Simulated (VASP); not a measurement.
Here is a VASP 6.6.1 calculation.

Contents of INCAR:

```
SYSTEM = WSe
PREC = Accurate ; ENCUT = 520
EDIFF = 1E-7 ; ISMEAR = 0
SIGMA = 0.1 ; LREAL = .False.
LASPH = .True. ; NELM = 60
ALGO = Normal ; ISIF = 2
LWAVE = .False. ; LCHARG = .False.
GGA = PE ; NBANDS = 28
```

The input KPOINTS:

```
regular mesh
0
Gamma
  6 6 4
  0 0 0
```

Contents of POSCAR:

```
WSe
1.0
    3.1611935885      0.0000000000      0.0000000000
   -1.5805967942      2.7376739539      0.0000000000
    0.0000000000      0.0000000000      7.6608664315
W Se
2 2
Direct
    0.0000000000      0.0000000000      0.0000000000
    0.0000000000      0.0000000000      0.5000000000
    0.3333333333      0.6666666667      0.2500000000
    0.6666666667      0.3333333333      0.7500000000
```

Potentials or basis: VASP PAW PBE potentials, release 64 (W_sv, Se).

Launch:

```sh
$ cat potpaw_PBE.64/W_sv/POTCAR potpaw_PBE.64/Se/POTCAR > POTCAR
$ mpirun -np 1 vasp_std > vasp.out
```

Question: Predict the band gap on the k mesh.

Answer: Zero (band 20 reaches 10.51 eV, above the bottom of band 21 at 9.68 eV).

Question: What does it give for the pressure?

Answer: 0.3 GPa.

Stress tensor (GPa, compression positive):
```
0.18 0.00 0.00
0.00 0.18 0.00
0.00 0.00 0.57
```

Caveat: the k points lie up to 0.38 Å⁻¹ apart; spin-orbit coupling is left out, which moves the levels of the heavy elements.
